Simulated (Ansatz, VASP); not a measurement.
# One calculation of SiO2, two programs

The input INCAR:

```
SYSTEM = SiO2
PREC = Accurate
ENCUT = 520
EDIFF = 1E-6
ISMEAR = -1
SIGMA = 0.05
LREAL = .FALSE.
LASPH = .TRUE.
NELM = 100
ALGO = Normal
ISIF = 2
LWAVE = .FALSE.
LCHARG = .FALSE.
GGA = PS
NBANDS = 25
```

The input KPOINTS:

```
regular mesh
0
G
  6 6 10
  0 0 0
```

Contents of POSCAR:

```
SiO2
1.0
    4.2888749803      0.0000000000      0.0000000000
    0.0000000000      4.2888749803      0.0000000000
    0.0000000000      0.0000000000      2.7289397884
Si O
2 4
Direct
    0.0000000000      0.0000000000      0.0000000000
    0.5000000000      0.5000000000      0.5000000000
    0.8068390000      0.1931610000      0.5000000000
    0.3068390000      0.3068390000      0.0000000000
    0.1931610000      0.8068390000      0.5000000000
    0.6931610000      0.6931610000      0.0000000000
```

The input input.yaml:

```yaml
crystal:
  lattice:
    - [4.2888749803, 0.0, 0.0]
    - [0.0, 4.2888749803, 0.0]
    - [0.0, 0.0, 2.7289397884]
  atoms:
    - { symbol: Si, position: [0.0, 0.0, 0.0] }
    - { symbol: Si, position: [0.5, 0.5, 0.5] }
    - { symbol: O, position: [0.806839, 0.193161, 0.5] }
    - { symbol: O, position: [0.306839, 0.306839, 0.0] }
    - { symbol: O, position: [0.193161, 0.806839, 0.5] }
    - { symbol: O, position: [0.693161, 0.693161, 0.0] }
kpoints:
  mp_grid: { grid: [6, 6, 10] }
scf:
  occupations: { method: fermi_dirac, width: 0.05 }
hamiltonian:
  xc: pbesol
  pseudopotentials: { kind: all_electron, lapw: { basis_error: 0.001 } }
output:
  forces: true
  stress: true
  eigenvalues: true
```

Change from the starting cell: volume scaled by 1.04.

Alike in both runs: task single point; functional PBEsol; k mesh 6 × 6 × 10; occupations fermi-dirac, width 0.05 eV; no spin polarisation.

|  | VASP | Ansatz |
| --- | --- | --- |
| version | VASP 6.6.1 | Ansatz 0.2.0 |
| potentials or method | VASP PAW PBE potentials, release 64 (Si, O), cutoff 520 eV | all-electron LAPW, scalar-relativistic |

```tsv
	VASP	Ansatz	Ansatz less VASP
gap on the k mesh at the Fermi level (eV)	4.33	4.34	+0.012
least direct gap on the mesh (eV)	4.33	4.34	+0.012
pressure (GPa)	-16.5	-17.0	-0.49
traceless stress, the component that is largest in VASP (GPa)	-1.68	-2.22	-0.534
rms of the force components (eV/Å)	0.123	0.141	+0.0175
```

VASP's potentials were made for PBE, not for PBEsol. Atom by atom the forces differ by 0.018 eV/Å (rms over components). Ansatz ran all-electron here, and VASP with PAW potentials.
